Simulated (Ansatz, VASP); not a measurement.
**One calculation of LiCl, two programs**

```
CELL_PARAMETERS angstrom
0.00000 2.51347 2.56477
2.51347 0.00000 2.56477
2.51347 2.51347 0.00000
ATOMIC_POSITIONS crystal
Cl 0.50000 0.50000 0.50000
Li 0.00000 0.00000 0.00000
```

Alike in both runs: task single point; functional PBEsol; k mesh 8 × 8 × 8; occupations fermi-dirac, width 0.05 eV; no spin polarisation.

|  | VASP | Ansatz |
| --- | --- | --- |
| version | VASP 6.6.1 | Ansatz 0.2.0 |
| potentials or method | VASP PAW PBE potentials, release 64 (Cl, Li_sv) | Ansatz PAW |
| plane-wave cutoff (eV) | 750 | 420 |
| valence electrons in the cell | 10 | 10 |

|  | VASP | Ansatz | Ansatz less VASP |
| --- | --- | --- | --- |
| gap on the k mesh at the Fermi level (eV) | 6.33 | 6.33 | -0.002 |
| least direct gap on the mesh (eV) | 6.33 | 6.33 | -0.002 |
| pressure (GPa) | 0.0 | 0.1 | +0.06 |
| traceless stress, the component that is largest in VASP (GPa) | -0.56 | -0.56 | +0.004 |

VASP's potentials were made for PBE, not for PBEsol.
